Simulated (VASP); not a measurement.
# CaSe in VASP: a series of runs, part 3 of 3

VASP 6.6.1. The steps go on from the part before.

## Step 5: Single point, PBE (atoms moved at random)

The input, INCAR:

```
SYSTEM = CaSe
ALGO = Normal
EDIFF = 1E-7
ENCUT = 520
GGA = PE
ISIF = 2
ISMEAR = -1
LASPH = .True.
LCHARG = .False.
LREAL = .False.
LWAVE = .False.
NBANDS = 15
NELM = 80
PREC = Accurate
SIGMA = 0.05
```

The input, KPOINTS:

```
k-points
0
Gamma
  8 8 8
  0 0 0
```

The input, POSCAR:

```
CaSe
1.0
    0.0000000000      2.9560000000      2.9560000000
    2.9560000000      0.0000000000      2.9560000000
    2.9560000000      2.9560000000      0.0000000000
Se Ca
1 1
Direct
    0.4972960000      0.4850340000      0.4998740000
    0.0051850000      0.0056180000     -0.0070100000
```

Potentials or basis: VASP PAW PBE potentials, release 64 (Se, Ca_sv).

The run is started by

```sh
> cat potpaw_PBE.64/Se/POTCAR potpaw_PBE.64/Ca_sv/POTCAR > POTCAR
> mpirun -np 1 vasp_std > vasp.out
```

OUTCAR:

```text
SYSTEM = CaSe
   EDIFF = 1E-7
   ENCUT = 520
   GGA = PE
   ISIF = 2
   ISMEAR = -1
   LASPH = .True.
   LREAL = .False.
   NELM = 80
   PREC = Accurate

 ion  position               nearest neighbor table
   1  0.497  0.485  0.500-   2 2.87   2 2.92   2 2.95   2 2.96
   2  0.005  0.006  0.993-   1 2.87   1 2.92   1 2.95   1 2.96

  LATTYP: Found a face centered cubic cell.
 ALAT       =     5.9120000000

  Lattice vectors:

 A1 = (   0.0000000000,   2.9560000000,   2.9560000000)
 A2 = (   2.9560000000,   0.0000000000,   2.9560000000)
 A3 = (   2.9560000000,   2.9560000000,   0.0000000000)

Analysis of symmetry for initial positions (statically):
=====================================================================
 Subroutine PRICEL returns:
 Original cell was already a primitive cell.

 Routine SETGRP: Setting up the symmetry group for a
 face centered cubic supercell.

 Subroutine GETGRP returns: Found  1 space group operations
 (whereof  1 operations were pure point group operations)
 out of a pool of 48 trial point group operations.

The static configuration has the point symmetry C_1 .

Analysis of symmetry for dynamics (positions and initial velocities):
=====================================================================
 Subroutine PRICEL returns:
 Original cell was already a primitive cell.

 Routine SETGRP: Setting up the symmetry group for a
 face centered cubic supercell.

 Subroutine GETGRP returns: Found  1 space group operations
 (whereof  1 operations were pure point group operations)
 out of a pool of 48 trial point group operations.

The dynamic configuration has the point symmetry C_1 .

 Subroutine INISYM returns: Found  1 space group operations
 (whereof  1 operations are pure point group operations),
 and found     1 'primitive' translations

----------------------------------------------------------------------------------------

                                     Primitive cell

  volume of cell :      51.6587

  direct lattice vectors                    reciprocal lattice vectors
     0.000000000  2.956000000  2.956000000    -0.169147497  0.169147497  0.169147497
     2.956000000  0.000000000  2.956000000     0.169147497 -0.169147497  0.169147497
     2.956000000  2.956000000  0.000000000     0.169147497  0.169147497 -0.169147497

  length of vectors
     4.180415290  4.180415290  4.180415290     0.292972058  0.292972058  0.292972058

  position of ions in fractional coordinates (direct lattice)
     0.497296000  0.485034000  0.499874000
     0.005185000  0.005618000  0.992990000

  ion indices of the primitive-cell ions
   primitive index   ion index
                 1           1
                 2           2

----------------------------------------------------------------------------------------

 KPOINTS: k-points

Automatic generation of k-mesh.
 Grid dimensions read from file:
 generate k-points for:    8    8    8

 Generating k-lattice:

  Cartesian coordinates                     Fractional coordinates (reciprocal lattice)
    -0.021143437  0.021143437  0.021143437     0.125000000  0.000000000  0.000000000
     0.021143437 -0.021143437  0.021143437     0.000000000  0.125000000  0.000000000
     0.021143437  0.021143437 -0.021143437     0.000000000  0.000000000  0.125000000

  Length of vectors
     0.036621507  0.036621507  0.036621507

  Shift w.r.t. Gamma in fractional coordinates (k-lattice)
     0.000000000  0.000000000  0.000000000

 Subroutine IBZKPT returns following result:
 ===========================================

 Found    260 irreducible k-points:

 Following reciprocal coordinates:
            Coordinates               Weight
  0.000000  0.000000  0.000000      1.000000
  0.125000  0.000000  0.000000      2.000000
  0.000000  0.125000  0.000000      2.000000
  0.000000  0.000000  0.125000      2.000000
  0.125000  0.125000  0.125000      2.000000
  0.250000  0.000000  0.000000      2.000000
[... 16 lines left out ...]
  0.125000  0.000000  0.250000      2.000000
  0.125000  0.125000 -0.125000      2.000000
 [... further k-points ...]
   k-points           NKPTS =    260   k-points in BZ     NKDIM =    260   number of bands    NBANDS=     15
   number of dos      NEDOS =    301   number of ions     NIONS =      2
   total plane-waves  NPLWV =  32768
   dimension x,y,z NGX =    32 NGY =   32 NGZ =   32
   dimension x,y,z NGXF=    64 NGYF=   64 NGZF=   64
   ions per type =               1   1
   NGX,Y,Z   is equivalent  to a cutoff of  12.73, 12.73, 12.73 a.u.
   NGXF,Y,Z  is equivalent  to a cutoff of  25.45, 25.45, 25.45 a.u.
 SYSTEM =  CaSe
   PREC   = accura    normal or accurate (medium, high low for compatibility)
   ISTART =      0    job   : 0-new  1-cont  2-samecut
   ICHARG =      2    charge: 1-file 2-atom 10-const
   ISPIN  =      1    spin polarized calculation?
   LNONCOLLINEAR =      F non collinear calculations
   LSORBIT =      F    spin-orbit coupling
   LASPH  =      T    aspherical Exc in radial PAW
   ENCUT  =  520.0 eV  38.22 Ry    6.18 a.u.   7.77  7.77  7.77*2*pi/ulx,y,z
   NELM   =     80;   NELMIN=  2; NELMDL= -5     # of ELM steps
   EDIFF  = 0.1E-06   stopping-criterion for ELM
   LREAL  =      F    real-space projection
   EDIFFG = 0.1E-05   stopping-criterion for IOM
   NSW    =      0    number of steps for IOM
   IBRION =     -1    ionic relax: 0-MD 1-quasi-New 2-CG
   NFREE  =      0    steps in history (QN), initial steepest desc. (CG)
   ISIF   =      2    stress and relaxation
   ISYM   =      2    0-nonsym 1-usesym 2-fastsym
   POTIM  = 0.5000    time-step for ionic-motion
   TEBEG  =    0.0;   TEEND  =   0.0 temperature during run
   PSTRESS=    0.0 pullay stress
   NELECT =      16.0000    total number of electrons
   NUPDOWN=      -1.0000    fix difference up-down
   EMIN   =  10.00;   EMAX   =-10.00  energy-range for DOS
   EFERMI =   0.00;   METHOD = LEGACY
   ISMEAR =    -1;   SIGMA  =   0.05  broadening in eV -4-tet -1-fermi 0-gaus
   EFERMI_NEDOS =   21; number of points for ismear=-14 and -15
   IALGO  =     38    algorithm
   IMIX   =      4    mixing-type and parameters
     AMIX     =   0.40;   BMIX     =  1.00
     AMIX_MAG =   1.60;   BMIX_MAG =  1.00
  volume/ion in A,a.u.               =      25.83       174.30
  Fermi-wavevector in a.u.,A,eV,Ry     =   1.107645  2.093145 16.692666  1.226876
  Thomas-Fermi vector in A             =   2.244161
   LORBIT       =      0    0 simple, 1 ext, 2 COOP (PROOUT), +10 PAW based schemes
   GGA     = PE    functional components
   LHFCALC =     F    Hartree Fock is set to
   AEXX    =    0.0000 exact exchange contribution
   IVDW    =     0    specifies the selected vdW correction
   LEPSILON=     F    determine dielectric tensor
   LRPA    =     F    only Hartree local field effects (RPA)
 non-spin polarized calculation
  energy-cutoff  :      520.00
  volume of cell :       51.66
 maximum number of plane-waves:      1411
   NGX = 15   NGY = 15   NGZ = 15

 number of electron      16.0000000 magnetization

 Free energy of the ion-electron system (eV)
  ---------------------------------------------------
  ext. energy  EPLUGINS =         0.00000000
  ---------------------------------------------------
  free energy    TOTEN  =        -9.46610710 eV

  energy without entropy =       -9.46610710  energy(sigma->0) =       -9.46610710

 E-fermi :   3.4352     XC(G=0):  -9.1604

 val. band max:        2.4423641467   @ k =   0.0000   0.0000   0.0000
 cond. band min:       4.4850077576   @ k =   0.5000   0.5000   0.0000
 fundamental gap:      2.0426436108
 Fermi energy:         3.4351784788

 k-point     1 :       0.0000    0.0000    0.0000
  band No.  band energies     occupation
      1     -37.2802      2.00000
      2     -18.2769      2.00000
      3     -18.2753      2.00000
      4     -18.2751      2.00000
      5      -9.3480      2.00000
      6       2.4361      2.00000
      7       2.4413      2.00000
      8       2.4424      2.00000
      9       5.8051      0.00000
     10       6.1651      0.00000
     11       6.1871      0.00000
     12       6.1927      0.00000
     13       6.7452      0.00000
     14       6.7739      0.00000
     15      12.1460      0.00000
[... 397 lines left out ...]
 k-point    24 :       0.1250    0.1250   -0.1250
  band No.  band energies     occupation
      1     -37.2769      2.00000
      2     -18.3220      2.00000
      3     -18.2848      2.00000
      4     -18.2829      2.00000
      5      -9.0556      2.00000
      6       0.6300      2.00000
      7       1.7961      2.00000
      8       1.9000      2.00000
      9       5.7950      0.00000
     10       6.7995      0.00000
     11       7.0487      0.00000
     12       7.4881      0.00000
     13       7.5379      0.00000
     14       9.1858      0.00000
     15      12.1161      0.00000

 [... further k-points ...]
[... 5 lines left out ...]
  --------------------------------------------------------------------------------------
  -------------------------------------------------------------------------------------
  Total        0.4573025      0.4218500      0.5766711     -0.0005883     -0.0012642     -0.0170918
  in kB       14.1830903     13.0835440     17.8852692     -0.0182453     -0.0392089     -0.5300967
  external PRESSURE =      15.0506345 kB  Pullay stress =       0.0000000 kB

 VOLUME and BASIS-vectors are now :
 -----------------------------------------------------------------------------
  energy-cutoff  :      520.00
  volume of cell :       51.66
      direct lattice vectors                 reciprocal lattice vectors
     0.000000000  2.956000000  2.956000000    -0.169147497  0.169147497  0.169147497
     2.956000000  0.000000000  2.956000000     0.169147497 -0.169147497  0.169147497
     2.956000000  2.956000000  0.000000000     0.169147497  0.169147497 -0.169147497

 POSITION                                       TOTAL-FORCE (eV/Angst)
 -----------------------------------------------------------------------------------
      2.91139      2.94763      2.90377         0.126907      0.009187      0.270952
      2.95189      2.95061      0.03193        -0.126907     -0.009187     -0.270952
 -----------------------------------------------------------------------------------
    total drift:                                0.000056     -0.000001      0.000111

  FREE ENERGIE OF THE ION-ELECTRON SYSTEM (eV)
  ---------------------------------------------------
  free  energy   TOTEN  =        -9.4661071030 eV

  energy  without entropy=       -9.4661071030  energy(sigma->0) =       -9.46610710
```

It took 2.8 min on 1 thread of Intel Xeon Platinum 8259CL at 2.50GHz (Skylake/Cascade Lake), shared host; peak memory 0.34 GiB.

Results:

| Quantity | Value |
| --- | --- |
| Free energy | -9.4661 eV |
| Pressure | 1.5 GPa |
| Largest force | 0.299 eV/Å |
| Band gap on the k mesh | 2.04 eV (least direct gap 2.96 eV) |

Forces on the atoms (eV/Å):
```
Se   0.127  0.009  0.271
Ca  -0.127 -0.009 -0.271
```

Levels at points of the mesh, in eV from the valence-band top:
| k point | band 6 | band 7 | band 8 | band 9 | band 10 | band 11 |
| --- | --- | --- | --- | --- | --- | --- |
| (0.00, 0.00, 0.00) | -0.01 | 0.00 | 0.00 | 3.36 | 3.72 | 3.74 |
| (0.50, 0.00, 0.00) | -3.27 | -1.18 | -1.18 | 4.51 | 5.48 | 5.53 |
| (0.00, 0.50, 0.00) | -3.27 | -1.19 | -1.18 | 4.52 | 5.50 | 5.52 |
| (0.00, 0.00, 0.50) | -3.27 | -1.18 | -1.18 | 4.51 | 5.48 | 5.52 |
| (0.50, 0.50, 0.50) | -3.27 | -1.19 | -1.19 | 4.52 | 5.50 | 5.52 |
| (0.50, 0.50, 0.00) | -2.50 | -0.92 | -0.92 | 2.04 | 5.07 | 5.07 |
| (0.00, 0.50, 0.50) | -2.51 | -0.94 | -0.92 | 2.06 | 5.07 | 5.07 |
| (0.50, 0.00, 0.50) | -2.51 | -0.94 | -0.93 | 2.07 | 5.06 | 5.07 |

Caveat: the cell differs from its parent crystal (atoms moved at random). A k mesh can miss the band edges.

## Step 6: The runs side by side

| task | cell | cutoff (eV) | gap on the mesh (eV) | pressure (GPa) |
| --- | --- | --- | --- | --- |
| relaxation of cell and atoms | relaxed from a = 4.180 Å, angles 60.0°, 2 atoms, atomic positions A | 600 | 2.08 | 0.0 |
| single point | a = 4.124 Å, angles 60.0°, 2 atoms, atomic positions A | 520 | 1.92 | 3.7 |
| single point | a = 4.208 Å, angles 60.0°, 2 atoms, atomic positions A | 520 | 2.07 | 0.3 |
| single point | a = 4.180 Å, angles 60.0°, 2 atoms, atomic positions B | 520 | 2.04 | 1.5 |

Alike in all rows: level PBE; potentials or basis VASP PAW PBE potentials, release 64 (Se, Ca_sv); no spin polarisation; k mesh 8 × 8 × 8; smearing fermi-dirac 0.05 eV.

Caveats: the cell stands under pressure (at least some runs).

Total energies depend on the potentials used, so only differences within one code and one set of settings carry meaning.
